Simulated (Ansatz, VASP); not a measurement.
Two plane-wave programs on Zn

```xyz
2
Lattice="2.6648 0.0000 0.0000 -1.3324 2.3078 0.0000 0.0000 0.0000 4.9467" Properties=species:S:1:pos:R:3 pbc="T T T"
Zn    0.0000    1.5385    1.2367
Zn    1.3324    0.7693    3.7100
```

Alike in both runs: task single point; functional LDA; k mesh 21 × 21 × 10; occupations gaussian, width 0.15 eV; no spin polarisation.

```csv
,VASP,Ansatz
version,VASP 6.6.1,Ansatz 0.2.0
potentials or method,"VASP PAW LDA potentials, release 64 (Zn), cutoff 520 eV","scalar-relativistic, plane waves, PAW"
valence electrons in the cell,24,24
```

```tsv
	VASP	Ansatz	Ansatz less VASP
gap on the k mesh at the Fermi level (eV)	none	none	-
pressure (GPa)	-8.2	-8.9	-0.61
traceless stress, the component that is largest in VASP (GPa)	3.10	3.26	+0.166
```

LDA's correlation is that of Perdew and Zunger in VASP and of Perdew and Wang (1992) in Ansatz. A gap of «none» marks a metal or a gap that the smearing closes.
